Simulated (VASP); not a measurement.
# Mo (P-1) in VASP: single point with PBE-based screened hybrid with 25 % exact exchange

Aim: the single point of Mo with PBE-based screened hybrid with 25 % exact exchange.

Everything below comes from runs of VASP 6.6.1. Logs are shortened: lines on timing, memory, paths and dates and some standing lists are left out, and cuts for length are marked.

## (1) The cell of the first run

The typed cell holds 1 atom: a = 2.825 Å, b = 2.722 Å, c = 2.538 Å, α = 89.36°, β = 92.00°, γ = 122.00°.

## (2) Single point, PBE-based screened hybrid with 25 % exact exchange

Contents of POSCAR:

```
Mo
1.0
    2.8244807000     -0.0180516400     -0.0483609000
   -1.4278735300      2.3175461800      0.0145522700
   -0.0451728600     -0.0103847700      2.5373308300
Mo
1
Direct
    0.0000000000      0.0000000000      0.5000000000
```

Contents of INCAR.step1:

```
PREC     = Accurate       # precision mode
ENCUT    = 520            # plane-wave cutoff, eV
EDIFF    = 1E-5           # SCF threshold, eV
ISMEAR   = -1             # smearing method
SIGMA    = 0.05           # smearing width, eV
LREAL    = F              # projectors in reciprocal space
LASPH    = T              # aspherical terms in the spheres
NELM     = 80             # most SCF steps
ALGO     = Normal         # electronic algorithm
ISIF     = 2              # what is computed and relaxed
LWAVE    = T              # write WAVECAR
LCHARG   = F              # write CHGCAR
NBANDS   = 13             # bands
GGA      = PE             # functional
```

Contents of INCAR.step2:

```
PREC     = Accurate       # precision mode
ENCUT    = 520            # plane-wave cutoff, eV
EDIFF    = 1E-7           # SCF threshold, eV
ISMEAR   = -1             # smearing method
SIGMA    = 0.05           # smearing width, eV
LREAL    = F              # projectors in reciprocal space
LASPH    = T              # aspherical terms in the spheres
NELM     = 80             # most SCF steps
ALGO     = Normal         # electronic algorithm
ISIF     = 2              # what is computed and relaxed
LWAVE    = F              # write WAVECAR
LCHARG   = F              # write CHGCAR
GGA      = PE             # functional
LHFCALC  = T              # exact exchange
AEXX     = 0.25           # exact-exchange fraction
HFSCREEN = 0.3            # screening, 1/A
PRECFOCK = Normal       
NBANDS   = 13             # bands
ISTART   = 1
```

Contents of KPOINTS:

```
Automatic mesh
0
Gamma
  6 6 5
```

Potentials or basis: VASP PAW PBE potentials, release 64 (Mo_sv).

Launch:

```console
$ cat potpaw_PBE.64/Mo_sv/POTCAR > POTCAR
$ cp INCAR.step1 INCAR
$ mpirun -np 1 vasp_std > vasp.out
$ cp INCAR.step2 INCAR
$ mpirun -np 1 vasp_std > vasp.out
```

OUTCAR:

```text
PREC = Accurate
   ENCUT = 520
   EDIFF = 1E-7
   ISMEAR = -1
   LREAL = F
   LASPH = T
   NELM = 80
   ISIF = 2
   GGA = PE
   LHFCALC = T
   AEXX = 0.25
   HFSCREEN = 0.3
   PRECFOCK = Normal
   ISTART = 1

 ion  position               nearest neighbor table
   1  0.000  0.000  0.500-

  LATTYP: Found a triclinic cell.
 ALAT       =     2.8249523647
 B/A-ratio  =     0.9636061948
 C/A-ratio  =     0.8983352041
 COS(alpha) =     0.0111980975
 COS(beta)  =     0.0348875442
 COS(gamma) =     0.5299847481

  Lattice vectors:

 A1 = (   2.8244807000,  -0.0180516400,  -0.0483609000)
 A2 = (   1.4278735300,  -2.3175461800,  -0.0145522700)
 A3 = (   0.0451728600,   0.0103847700,  -2.5373308300)

Analysis of symmetry for initial positions (statically):
=====================================================================
 Subroutine PRICEL returns:
 Original cell was already a primitive cell.

 Routine SETGRP: Setting up the symmetry group for a
 triclinic supercell.

 Subroutine GETGRP returns: Found  2 space group operations
 (whereof  2 operations were pure point group operations)
 out of a pool of  2 trial point group operations.

The static configuration has the point symmetry S_2 .

Analysis of symmetry for dynamics (positions and initial velocities):
=====================================================================
 Subroutine PRICEL returns:
 Original cell was already a primitive cell.

 Routine SETGRP: Setting up the symmetry group for a
 triclinic supercell.

 Subroutine GETGRP returns: Found  2 space group operations
 (whereof  2 operations were pure point group operations)
 out of a pool of  2 trial point group operations.

The dynamic configuration has the point symmetry S_2 .

 Subroutine INISYM returns: Found  2 space group operations
 (whereof  2 operations are pure point group operations),
 and found     1 'primitive' translations

----------------------------------------------------------------------------------------

                                     Primitive cell

  volume of cell :      16.5383

  direct lattice vectors                    reciprocal lattice vectors
     2.824480700 -0.018051640 -0.048360900     0.355570951  0.219026998  0.007226768
    -1.427873530  2.317546180  0.014552270     0.002799880  0.433204463  0.001822863
    -0.045172860 -0.010384770  2.537330830     0.006761037  0.001690057  0.394242231

  length of vectors
     2.824952365  2.722141599  2.537754159     0.417679008  0.433217346  0.394303822

  position of ions in fractional coordinates (direct lattice)
     0.000000000  0.000000000  0.500000000

  ion indices of the primitive-cell ions
   primitive index   ion index
                 1           1

----------------------------------------------------------------------------------------

 KPOINTS: Automatic mesh

Automatic generation of k-mesh.
 Grid dimensions read from file:
 generate k-points for:    6    6    5

 Generating k-lattice:

  Cartesian coordinates                     Fractional coordinates (reciprocal lattice)
     0.059261825  0.036504500  0.001204461     0.166666667 -0.000000000  0.000000000
     0.000466647  0.072200744  0.000303811    -0.000000000  0.166666667 -0.000000000
     0.001352207  0.000338011  0.078848446    -0.000000000  0.000000000  0.200000000

  Length of vectors
     0.069613168  0.072202891  0.078860764

  Shift w.r.t. Gamma in fractional coordinates (k-lattice)
     0.000000000  0.000000000  0.000000000

 Subroutine IBZKPT returns following result:
 ===========================================

 Found     92 irreducible k-points:

 Following reciprocal coordinates:
            Coordinates               Weight
  0.000000  0.000000  0.000000      1.000000
  0.166667  0.000000 -0.000000      2.000000
  0.333333  0.000000  0.000000      2.000000
  0.500000  0.000000  0.000000      1.000000
  0.000000  0.166667  0.000000      2.000000
  0.166667  0.166667 -0.000000      2.000000
[... 16 lines left out ...]
  0.333333  0.000000  0.200000      2.000000
  0.500000  0.000000  0.200000      2.000000
 [... further k-points ...]
   k-points           NKPTS =     92   k-points in BZ     NKDIM =    180   number of bands    NBANDS=     13
   number of dos      NEDOS =    301   number of ions     NIONS =      1
   total plane-waves  NPLWV =   9600
   dimension x,y,z NGX =    24 NGY =   20 NGZ =   20
   dimension x,y,z NGXF=    48 NGYF=   40 NGZF=   40
   ions per type =               1
   NGX,Y,Z   is equivalent  to a cutoff of  14.12, 12.21, 13.10 a.u.
   NGXF,Y,Z  is equivalent  to a cutoff of  28.25, 24.43, 26.20 a.u.
 SYSTEM =  unknown system
   PREC   = accura    normal or accurate (medium, high low for compatibility)
   ISTART =      1    job   : 0-new  1-cont  2-samecut
   ICHARG =      0    charge: 1-file 2-atom 10-const
   ISPIN  =      1    spin polarized calculation?
   LNONCOLLINEAR =      F non collinear calculations
   LSORBIT =      F    spin-orbit coupling
   LASPH  =      T    aspherical Exc in radial PAW
   ENCUT  =  520.0 eV  38.22 Ry    6.18 a.u.   5.25  5.06  4.72*2*pi/ulx,y,z
   NELM   =     80;   NELMIN=  2; NELMDL=  0     # of ELM steps
   EDIFF  = 0.1E-06   stopping-criterion for ELM
   LREAL  =      F    real-space projection
   EDIFFG = 0.1E-05   stopping-criterion for IOM
   NSW    =      0    number of steps for IOM
   IBRION =     -1    ionic relax: 0-MD 1-quasi-New 2-CG
   NFREE  =      0    steps in history (QN), initial steepest desc. (CG)
   ISIF   =      2    stress and relaxation
   ISYM   =      3    0-nonsym 1-usesym 2-fastsym
   POTIM  = 0.5000    time-step for ionic-motion
   TEBEG  =    0.0;   TEEND  =   0.0 temperature during run
   PSTRESS=    0.0 pullay stress
   NELECT =      14.0000    total number of electrons
   NUPDOWN=      -1.0000    fix difference up-down
   EMIN   =  10.00;   EMAX   =-10.00  energy-range for DOS
   EFERMI =   0.00;   METHOD = LEGACY
   ISMEAR =    -1;   SIGMA  =   0.05  broadening in eV -4-tet -1-fermi 0-gaus
   EFERMI_NEDOS =   21; number of points for ismear=-14 and -15
   IALGO  =     38    algorithm
   IMIX   =      1    mixing-type and parameters
     AMIX     =   0.40;   BMIX     =  1.00
     AMIX_MAG =   1.60;   BMIX_MAG =  1.00
  volume/ion in A,a.u.               =      16.54       111.61
  Fermi-wavevector in a.u.,A,eV,Ry     =   1.548653  2.926529 32.631197  2.398325
  Thomas-Fermi vector in A             =   2.653572
   LORBIT       =      0    0 simple, 1 ext, 2 COOP (PROOUT), +10 PAW based schemes
   GGA     = PE    functional components
   LHFCALC =     T    Hartree Fock is set to
   PRECFOCK=normal    Normal, Fast or Accurate (Low or Medium for compatibility)
   ENCUT4O =  -1.0   cutoff for four orbital integrals eV
   NKREDX  =     1    reduce k-point grid by
   NKREDY  =     1    reduce k-point grid by
   NKREDZ  =     1    reduce k-point grid by
   AEXX    =    0.2500 exact exchange contribution
   HFSCREEN=    0.3000 screening length (either q_TF or 0.3 A-1)
   HFSCREENC=   0.3000 screening length for correlation (either q_TF or 0.3 A-1)
   ENCUTFOCK=  -1.0 apply spherical cutoff to Coloumb kernel
   IVDW    =     0    specifies the selected vdW correction
   LEPSILON=     F    determine dielectric tensor
   LRPA    =     F    only Hartree local field effects (RPA)
 non-spin polarized calculation
  energy-cutoff  :      520.00
  volume of cell :       16.54
 maximum number of plane-waves:       462
 NGX is ok and might be reduce to    24
  NGX = 16; NGY = 16; NGZ = 16

 number of electron      13.9999999 magnetization

 Free energy of the ion-electron system (eV)
  ---------------------------------------------------
  ext. energy  EPLUGINS =         0.00000000
  ---------------------------------------------------
  free energy    TOTEN  =       -11.61565760 eV

  energy without entropy =      -11.61003698  energy(sigma->0) =      -11.61284729

 E-fermi :  11.5820     XC(G=0): -10.7602

 val. band max:       11.5781676915   @ k =   0.1667  -0.3333   0.4000
 cond. band min:      11.6368103363   @ k =   0.0000   0.0000   0.2000
 fundamental gap:      0.0586426448
 Fermi energy:        11.5820151951

 k-point     1 :       0.0000    0.0000    0.0000
  band No.  band energies     occupation
      1     -53.5309      2.00000
      2     -25.4078      2.00000
      3     -25.2612      2.00000
      4     -25.0964      2.00000
      5       3.8681      2.00000
      6       6.3186      2.00000
      7       9.5820      2.00000
      8      11.3381      1.98489
      9      16.3939      0.00000
     10      16.6648      0.00000
     11      25.0259      0.00000
     12      28.3886      0.00000
     13      32.5641      0.00000

 k-point     2 :       0.1667    0.0000   -0.0000
  band No.  band energies     occupation
      1     -53.4714      2.00000
      2     -25.7505      2.00000
      3     -25.4007      2.00000
      4     -25.0614      2.00000
      5       4.9307      2.00000
      6       6.7620      2.00000
      7       9.2450      2.00000
      8      11.8793      0.00522
      9      15.4371      0.00000
     10      16.3988      0.00000
     11      26.9393      0.00000
     12      29.4468      0.00000
     13      30.4266      0.00000

 k-point     3 :       0.3333    0.0000    0.0000
  band No.  band energies     occupation
      1     -53.3503      2.00000
      2     -26.5170      2.00000
      3     -25.5521      2.00000
      4     -24.9863      2.00000
      5       6.1757      2.00000
      6       7.1420      2.00000
      7      10.2870      2.00000
      8      13.8422      0.00000
      9      14.3616      0.00000
     10      16.0853      0.00000
     11      24.1893      0.00000
     12      28.0156      0.00000
     13      30.6699      0.00000
[... 305 lines left out ...]
 k-point    23 :       0.3333    0.0000    0.2000
  band No.  band energies     occupation
      1     -53.2570      2.00000
      2     -26.4247      2.00000
      3     -25.6922      2.00000
      4     -25.4849      2.00000
      5       6.7523      2.00000
      6       8.4089      2.00000
      7      10.2017      2.00000
      8      13.9505      0.00000
      9      14.2040      0.00000
     10      14.8126      0.00000
     11      24.9004      0.00000
     12      28.0906      0.00000
     13      30.4743      0.00000

 k-point    24 :       0.5000    0.0000    0.2000
  band No.  band energies     occupation
      1     -53.1979      2.00000
      2     -26.7750      2.00000
      3     -25.6331      2.00000
      4     -25.5520      2.00000
      5       6.4324      2.00000
      6       8.5757      2.00000
      7      10.1741      2.00000
      8      13.9708      0.00000
      9      16.3209      0.00000
     10      16.4175      0.00000
     11      21.8365      0.00000
     12      28.4654      0.00000
     13      29.2744      0.00000

 [... further k-points ...]

------------------------ aborting loop because EDIFF is reached ----------------------------------------

  FORCE on cell =-STRESS in cart. coord.  units (eV):
  Direction    XX          YY          ZZ          XY          YZ          ZX
  --------------------------------------------------------------------------------------
  -------------------------------------------------------------------------------------
  Total        0.9220753     -0.9301953     -0.1176720     -0.0142095     -0.1042106     -0.4090620
  in kB       89.3277908    -90.1144313    -11.3996954     -1.3765735    -10.0956018    -39.6286584
  external PRESSURE =      -4.0621120 kB  Pullay stress =       0.0000000 kB

 VOLUME and BASIS-vectors are now :
 -----------------------------------------------------------------------------
  energy-cutoff  :      520.00
  volume of cell :       16.54
      direct lattice vectors                 reciprocal lattice vectors
     2.824480700 -0.018051640 -0.048360900     0.355570951  0.219026998  0.007226768
    -1.427873530  2.317546180  0.014552270     0.002799880  0.433204463  0.001822863
    -0.045172860 -0.010384770  2.537330830     0.006761037  0.001690057  0.394242231

 POSITION                                       TOTAL-FORCE (eV/Angst)
 -----------------------------------------------------------------------------------
     -0.02259     -0.00519      1.26867         0.000000     -0.000000     -0.000000
 -----------------------------------------------------------------------------------
    total drift:                                0.000000      0.000000     -0.000000

  FREE ENERGIE OF THE ION-ELECTRON SYSTEM (eV)
  ---------------------------------------------------
  free  energy   TOTEN  =       -11.6156576007 eV

  energy  without entropy=      -11.6100369753  energy(sigma->0) =      -11.61284729
```

Run time: 26 min. Hardware: 1 thread of Intel Xeon Platinum 8488C (Sapphire Rapids), shared host; peak memory 0.25 GiB.

Results:

```
Free energy            : -11.6157 eV
Pressure               : -0.4 GPa
Band gap on the k mesh : zero (bands 7 and 8 overlap by 1.93 eV)
```

Caveat: the k points lie up to 0.50 Å⁻¹ apart, too coarse for converged energies and pressures of a metal; the PAW data sets were made with another functional, which shifts forces and pressure a little.

The gap in the log of VASP goes by the Fermi energy; the results here count the filled bands.